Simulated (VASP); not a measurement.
The system is BP.

```
B P
1.0
     3.20394    0.00000    0.00000
    -1.60197    2.77469    0.00000
     0.00000    0.00000    8.46663
B P
2 2
Direct
  0.33333 0.66667 0.25000
  0.66667 0.33333 0.75000
  0.66667 0.33333 0.25000
  0.33333 0.66667 0.75000
```

Base run:

```yaml
Program: VASP 6.6.1
Functional: r2SCAN
Potentials_or_basis: VASP PAW PBE potentials, release 64 (B, P)
Cutoff: 520 eV
k_mesh: 12 × 12 × 4
Occupations: gaussian, width 0.01 eV
Spin: no spin polarisation
```

Its results: band gap on the k mesh 1.07 eV, direct; pressure -0.3 GPa.

Q: The run is repeated on the same cell with these changes: functional from r2SCAN to LDA; potentials or basis from VASP PAW PBE potentials, release 64 (B, P) to VASP PAW LDA potentials, release 64 (B, P). What comes out?

A: Band gap on the k mesh 0.82 eV, direct; pressure -2.6 GPa.

Caveats: the PAW data sets were made with another functional, which shifts forces and pressure a little (some runs).

A k mesh can miss the band edges.
